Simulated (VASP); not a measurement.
Set up this calculation in VASP 6.6.1, as the native input.

| Property | Result |
| --- | --- |
| Task | single point |
| Functional | PBE |
| Potentials or basis | VASP PAW PBE potentials, release 64 (K_sv, Rh_pv) |
| Cutoff | 520 eV |
| k mesh | 3 × 3 × 4 |
| Occupations | gaussian, width 0.1 eV |
| Spin | no spin polarisation |
| Dipole correction | no |
| Further INCAR settings | ALGO = Fast; EDIFF = 1e-07; NBANDS = 52 |

The structure of K3Rh lies in POSCAR:

```
K3Rh
1.0
    7.1024944709      0.0000000000      0.0000000000
   -3.5512472355      6.1509406421      0.0000000000
    0.0000000000      0.0000000000      5.7008476732
K Rh
6 2
Direct
    0.8330000000      0.6660000000      0.2500000000
    0.1670000000      0.8330000000      0.7500000000
    0.3340000000      0.1670000000      0.2500000000
    0.1670000000      0.3340000000      0.7500000000
    0.8330000000      0.1670000000      0.2500000000
    0.6660000000      0.8330000000      0.7500000000
    0.3333333333      0.6666666667      0.2500000000
    0.6666666667      0.3333333333      0.7500000000
```

The input as run:

INCAR

```
SYSTEM = K3Rh
PREC = Accurate
ENCUT = 520
EDIFF = 1E-7
ISMEAR = 0
SIGMA = 0.1
LREAL = .False.
LASPH = .True.
NELM = 80
ALGO = Fast
ISIF = 2
LWAVE = .False.
LCHARG = .False.
GGA = PE
NBANDS = 52
```

KPOINTS

```
regular mesh
0
Gamma
  3 3 4
  0 0 0
```

Potentials or basis: VASP PAW PBE potentials, release 64 (K_sv, Rh_pv).

Command:

```sh
$ cat potpaw_PBE.64/K_sv/POTCAR potpaw_PBE.64/Rh_pv/POTCAR > POTCAR
$ mpirun -np 1 vasp_std > vasp.out
```

Results of the run:

* Pressure: 2.2 GPa
* Largest force: 0.828 eV/Å

It took 10 min on 1 thread of Oxide Virtual Turin-like Processor, on a shared host, peak memory 0.35 GiB.
